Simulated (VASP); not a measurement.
# Mg2Sn (Fm-3m) in VASP: further runs, part 2 of 2

VASP 6.6.1.

**3. Single point, LDA (27.28 Å³/atom)**

This run uses another cell than the first one, of 27.28 Å³/atom.

Contents of INCAR:

```
SYSTEM = Mg2Sn
ALGO     = Normal         ! electronic algorithm
EDIFF    = 1E-6           ! SCF threshold, eV
ENCUT    = 600            ! plane-wave cutoff, eV
GGA_COMPAT= .False.      
ISIF     = 2              ! what is computed and relaxed
ISMEAR   = -1             ! smearing method
LASPH    = .True.         ! aspherical terms in the spheres
LCHARG   = .True.         ! write CHGCAR
LELF     = .True.         ! ELF
LREAL    = .False.        ! projectors in reciprocal space
LVHAR    = .True.       
LWAVE    = .False.        ! write WAVECAR
NBANDS   = 16             ! bands
NELM     = 120            ! most SCF steps
PREC     = Accurate       ! precision mode
SIGMA    = 0.08           ! smearing width, eV
```

Contents of KPOINTS:

```
k-points
0
Gamma
  11 11 11
  0 0 0
```

Contents of POSCAR:

```
Mg2Sn
1.0
    0.0000000000      3.4457815334      3.4457815334
    3.4457815334      0.0000000000      3.4457815334
    3.4457815334      3.4457815334      0.0000000000
Mg Sn
2 1
Direct
    0.2500000000      0.2500000000      0.2500000000
    0.7500000000      0.7500000000      0.7500000000
    0.0000000000      0.0000000000      0.0000000000
```

Potentials or basis: VASP PAW LDA potentials, release 64 (Mg, Sn_d).

Run with:

```
$ cat potpaw_LDA.64/Mg/POTCAR potpaw_LDA.64/Sn_d/POTCAR > POTCAR
$ mpirun -np 1 vasp_std > vasp.out
```

OUTCAR:

```text
SYSTEM = Mg2Sn
   EDIFF = 1E-6
   ENCUT = 600
   ISIF = 2
   ISMEAR = -1
   LASPH = .True.
   LREAL = .False.
   NELM = 120
   PREC = Accurate

 ion  position               nearest neighbor table
   1  0.250  0.250  0.250-   3 2.98   3 2.98   3 2.98   3 2.98   2 3.45   2 3.45   2 3.45   2 3.45
                             2 3.45   2 3.45
   2  0.750  0.750  0.750-   3 2.98   3 2.98   3 2.98   3 2.98   1 3.45   1 3.45   1 3.45   1 3.45
                             1 3.45   1 3.45
   3  0.000  0.000  0.000-   2 2.98   2 2.98   2 2.98   1 2.98   2 2.98   1 2.98   1 2.98   1 2.98

  LATTYP: Found a face centered cubic cell.
 ALAT       =     6.8915630668

  Lattice vectors:

 A1 = (   0.0000000000,   3.4457815334,   3.4457815334)
 A2 = (   3.4457815334,   0.0000000000,   3.4457815334)
 A3 = (   3.4457815334,   3.4457815334,   0.0000000000)

Analysis of symmetry for initial positions (statically):
=====================================================================
 Subroutine PRICEL returns:
 Original cell was already a primitive cell.

 Routine SETGRP: Setting up the symmetry group for a
 face centered cubic supercell.

 Subroutine GETGRP returns: Found 48 space group operations
 (whereof 48 operations were pure point group operations)
 out of a pool of 48 trial point group operations.

The static configuration has the point symmetry O_h .

Analysis of symmetry for dynamics (positions and initial velocities):
=====================================================================
 Subroutine PRICEL returns:
 Original cell was already a primitive cell.

 Routine SETGRP: Setting up the symmetry group for a
 face centered cubic supercell.

 Subroutine GETGRP returns: Found 48 space group operations
 (whereof 48 operations were pure point group operations)
 out of a pool of 48 trial point group operations.

The dynamic configuration has the point symmetry O_h .

 Subroutine INISYM returns: Found 48 space group operations
 (whereof 48 operations are pure point group operations),
 and found     1 'primitive' translations

[... 119 lines left out ...]
  Thomas-Fermi vector in A             =   2.119766
   LORBIT       =      0    0 simple, 1 ext, 2 COOP (PROOUT), +10 PAW based schemes
   GGA     = CA    functional components
   LHFCALC =     F    Hartree Fock is set to
   AEXX    =    0.0000 exact exchange contribution
   IVDW    =     0    specifies the selected vdW correction
   LEPSILON=     F    determine dielectric tensor
   LRPA    =     F    only Hartree local field effects (RPA)
 non-spin polarized calculation
  energy-cutoff  :      600.00
  volume of cell :       81.83
 maximum number of plane-waves:      2746
   NGX = 19   NGY = 19   NGZ = 19

 number of electron      17.9999998 magnetization

 Free energy of the ion-electron system (eV)
  ---------------------------------------------------
  ext. energy  EPLUGINS =         0.00000000
  ---------------------------------------------------
  free energy    TOTEN  =        -8.82752608 eV

  energy without entropy =       -8.81955438  energy(sigma->0) =       -8.82354023

 E-fermi :   3.6094     XC(G=0):  -8.7646

 val. band max:        3.6054354023   @ k =  -0.0909   0.0909   0.0000
 cond. band min:       3.6223886138   @ k =   0.3636   0.3636   0.0000
 fundamental gap:      0.0169532115
 Fermi energy:         3.6094002811

 k-point     1 :       0.0000    0.0000    0.0000
  band No.  band energies     occupation
      1     -17.2169      2.00000
      2     -17.2169      2.00000
      3     -17.2169      2.00000
      4     -17.1830      2.00000
      5     -17.1830      2.00000
      6      -5.2025      2.00000
[... 433 lines left out ...]
      3     -17.2149      2.00000
      4     -17.1830      2.00000
      5     -17.1825      2.00000
      6      -4.5806      2.00000
[... 8 lines left out ...]
     15       9.5926      0.00000
     16       9.9608      0.00000

 [... further k-points ...]

------------------------ aborting loop because EDIFF is reached ----------------------------------------

  FORCE on cell =-STRESS in cart. coord.  units (eV):
  Direction    XX          YY          ZZ          XY          YZ          ZX
  --------------------------------------------------------------------------------------
  -------------------------------------------------------------------------------------
  Total       -2.0401237     -2.0401237     -2.0401237     -0.0000000      0.0000000     -0.0000000
  in kB      -39.9460520    -39.9460520    -39.9460520     -0.0000000      0.0000000     -0.0000000
  external PRESSURE =     -39.9460520 kB  Pullay stress =       0.0000000 kB

 VOLUME and BASIS-vectors are now :
 -----------------------------------------------------------------------------
  energy-cutoff  :      600.00
  volume of cell :       81.83
      direct lattice vectors                 reciprocal lattice vectors
     0.000000000  3.445781533  3.445781533    -0.145104962  0.145104962  0.145104962
     3.445781533  0.000000000  3.445781533     0.145104962 -0.145104962  0.145104962
     3.445781533  3.445781533  0.000000000     0.145104962  0.145104962 -0.145104962

 POSITION                                       TOTAL-FORCE (eV/Angst)
 -----------------------------------------------------------------------------------
      1.72289      1.72289      1.72289        -0.000000      0.000000     -0.000000
      5.16867      5.16867      5.16867        -0.000000     -0.000000      0.000000
      0.00000      0.00000      0.00000         0.000000     -0.000000     -0.000000
 -----------------------------------------------------------------------------------
    total drift:                               -0.000000      0.000000     -0.000000

  FREE ENERGIE OF THE ION-ELECTRON SYSTEM (eV)
  ---------------------------------------------------
  free  energy   TOTEN  =        -8.8275260764 eV

  energy  without entropy=       -8.8195543804  energy(sigma->0) =       -8.82354023
```

OSZICAR:

```text
N       E                     dE             d eps       ncg     rms          rms(c)
DAV:   1     0.995294435716E+02    0.99529E+02   -0.89080E+03  1800   0.127E+03
DAV:   2    -0.748916376821E+00   -0.10028E+03   -0.97300E+02  1896   0.320E+02
DAV:   3    -0.898467016475E+01   -0.82358E+01   -0.82058E+01  2488   0.787E+01
DAV:   4    -0.920384199008E+01   -0.21917E+00   -0.21914E+00  2032   0.138E+01
DAV:   5    -0.921384817654E+01   -0.10006E-01   -0.10006E-01  2736   0.268E+00    0.322E+00
DAV:   6    -0.890552688846E+01    0.30832E+00   -0.28414E-01  2176   0.209E+00    0.168E+00
DAV:   7    -0.882902112520E+01    0.76506E-01   -0.20017E-01  2296   0.247E+00    0.450E-01
DAV:   8    -0.882776141269E+01    0.12597E-02   -0.18028E-02  2224   0.147E+00    0.195E-01
DAV:   9    -0.882761670863E+01    0.14470E-03   -0.20346E-03  2288   0.524E-01    0.511E-02
DAV:  10    -0.882752343310E+01    0.93276E-04   -0.33437E-04  2296   0.106E-01    0.215E-02
DAV:  11    -0.882752691887E+01   -0.34858E-05   -0.32123E-05  2240   0.461E-02    0.110E-02
DAV:  12    -0.882752607639E+01    0.84248E-06   -0.21243E-06  1760   0.156E-02
   1 F= -.88275261E+01 E0= -.88235402E+01  d E =-.797170E-02
```

stdout:

```text
POSCAR found type information on POSCAR MgSn
 POSCAR found :  2 types and       3 ions
 scaLAPACK will be used
 LDA part: xc-table for (Slater(with rela. corr.)+CA(PZ))
 , standard interpolation
 POSCAR, INCAR and KPOINTS ok, starting setup
 FFT: planning ... GRIDC
 FFT: planning ... GRID_SOFT
 FFT: planning ... GRID
 WAVECAR not read
 entering main loop
```

Run time: 2.2 min. Hardware: 1 thread of Intel Xeon 8259CL, shared host; peak memory 0.26 GiB.

Results:

```
Free energy            : -8.8275 eV
Pressure               : -4.0 GPa
Band gap on the k mesh : zero (bands 9 and 10 overlap by 0.25 eV)
```

Caveat: the cell stands under tension; spin-orbit coupling is left out, which moves the levels of the heavy elements.

**4. Single point, LDA (24.19 Å³/atom)**

This run uses another cell than the first one, of 24.19 Å³/atom.

Contents of INCAR:

```
PREC = Accurate
ENCUT = 600
EDIFF = 1E-6
ISMEAR = -1
SIGMA = 0.08
LREAL = False
LASPH = True
NELM = 120
ALGO = Normal
ISIF = 2
LWAVE = False
LCHARG = False
NBANDS = 16
GGA_COMPAT = False
```

Contents of KPOINTS:

```
Automatic mesh
0
Gamma
  11 11 11
```

Contents of POSCAR:

```
Mg2Sn
1.0
    0.0000000000      3.3105112544      3.3105112544
    3.3105112544      0.0000000000      3.3105112544
    3.3105112544      3.3105112544      0.0000000000
Mg Sn
2 1
Direct
    0.2500000000      0.2500000000      0.2500000000
    0.7500000000      0.7500000000      0.7500000000
    0.0000000000      0.0000000000      0.0000000000
```

Run with:

```
$ cat potpaw_LDA.64/Mg/POTCAR potpaw_LDA.64/Sn_d/POTCAR > POTCAR
$ mpirun -np 1 vasp_std > vasp.out
```

Run time: 68 s. Hardware: 1 thread of Intel Xeon Platinum 8259CL at 2.50GHz (Skylake/Cascade Lake), shared host; peak memory 0.25 GiB.

It converged, with:

| Property | Result |
| --- | --- |
| Free energy | -8.9391 eV |
| Pressure | 0.7 GPa |
| Band gap on the k mesh | zero (bands 9 and 10 overlap by 0.06 eV) |

Levels at points of the mesh, in eV from the Fermi level:
```
           k point  band 7  band 8  band 9  band 10  band 11  band 12
(0.00, 0.00, 0.00)    0.01    0.01    0.01     1.68     2.28     2.28
```

Caveat: spin-orbit coupling is left out, which moves the levels of the heavy elements.

**5. Overview**

```csv
cell,gap on the mesh (eV),pressure (GPa)
"a = 4.811 Å, angles 60.0°, 3 atoms",none,-2.8
"a = 4.873 Å, angles 60.0°, 3 atoms",none,-4.0
"a = 4.682 Å, angles 60.0°, 3 atoms",none,0.7
```

Alike in all rows: task single point; level LDA; potentials or basis VASP PAW LDA potentials, release 64 (Mg, Sn_d); no spin polarisation; k mesh 11 × 11 × 11; cutoff (eV) 600; smearing fermi-dirac 0.08 eV.

Caveats: spin-orbit coupling is left out, which moves the levels of the heavy elements; the cell stands under tension (at least some runs).

Total energies depend on the potentials used, so only differences within one code and one set of settings carry meaning.
